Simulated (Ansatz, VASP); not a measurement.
**BN: VASP beside Ansatz**

```
B N
1.0
     0.08492    3.52781    2.21852
     1.28412    0.05127    2.18486
     1.30406    3.51409    0.07120
B N
1 1
Direct
  0.00005 0.00005 0.99995
  0.66667 0.66667 0.33333
```

Alike in both runs: task single point; functional r2SCAN; k mesh 10 × 10 × 10; occupations fermi-dirac, width 0.05 eV; no spin polarisation.

|  | VASP | Ansatz |
| --- | --- | --- |
| version | VASP 6.6.1 | Ansatz 0.2.0 |
| potentials or method | VASP PAW PBE potentials, release 64 (B, N), cutoff 520 eV | plane waves, PAW |
| valence electrons in the cell | 8 | 8 |

```csv
,VASP,Ansatz,Ansatz less VASP
pressure (GPa),0.1,-0.3,-0.39
"traceless stress, the component that is largest in VASP (GPa)",-11.16,-11.16,+0.003
```

VASP's potentials were made for PBE, not for r2SCAN. With one functional, cell and mesh, what is left measures potentials, basis and numerics.
